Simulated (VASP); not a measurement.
Input of a VASP 6.6.1 run:

The input INCAR:

```
SYSTEM = Hg
  PREC = Accurate
  ENCUT = 500
  EDIFF = 1E-7
  ISMEAR = -1
  SIGMA = 0.005
  LREAL = .False.
  LASPH = .True.
  NELM = 120
  ALGO = Normal
  ISIF = 3
  LWAVE = .False.
  LCHARG = .False.
  GGA = LIBXC
  LIBXC1 = GGA_X_B88
  LIBXC2 = GGA_C_PBE
  IBRION = 2
  NSW = 80
  EDIFFG = -0.005
  GGA_COMPAT = .False.
  NELMIN = 4
```

The input KPOINTS:

```
regular mesh
0
Gamma
  10 10 10
  0 0 0
```

File POSCAR:

```
Hg
1.0
   -1.8767364354      1.8767364354      1.9168448550
    1.8767364354     -1.8767364354      1.9168448550
    1.8767364354      1.8767364354     -1.9168448550
Hg
1
Direct
    0.5000000000      0.5000000000      0.0000000000
```

Potentials or basis: VASP PAW PBE potentials, release 64 (Hg).

Command:

```sh
$ cat potpaw_PBE.64/Hg/POTCAR > POTCAR
$ mpirun -np 1 vasp_std > vasp.out
```

**Question.** Estimate the band gap on the k mesh.

**Answer.** Zero (bands 6 and 7 overlap by 2.03 eV).

**Question.** What does it give for the relaxed cell?

**Answer.** a = 3.392 Å, b = 3.392 Å, c = 3.392 Å, α = 110.08°, β = 110.08°, γ = 108.27°.

**Question.** Estimate the relaxed volume.

**Answer.** 30.04 Å³/atom.

**Question.** Estimate the space group after relaxing (to 0.1 Å).

**Answer.** I4/mmm (No. 139).

The path:
```
step  energy change (eV)  largest force (eV/Å)  pressure (GPa)  volume (Å³)
   1              0.0000                0.0000            1.56        27.01
   2             -0.0074                0.0000            0.75        28.05
   3             -0.0115                0.0000            0.19        29.59
   4             -0.0117                0.0000           -0.05        30.16
   5             -0.0118                0.0000            0.01        30.04
```

Caveat: the PAW data sets were made with another functional, which shifts forces and pressure a little; spin-orbit coupling is left out, which moves the levels of the heavy elements.
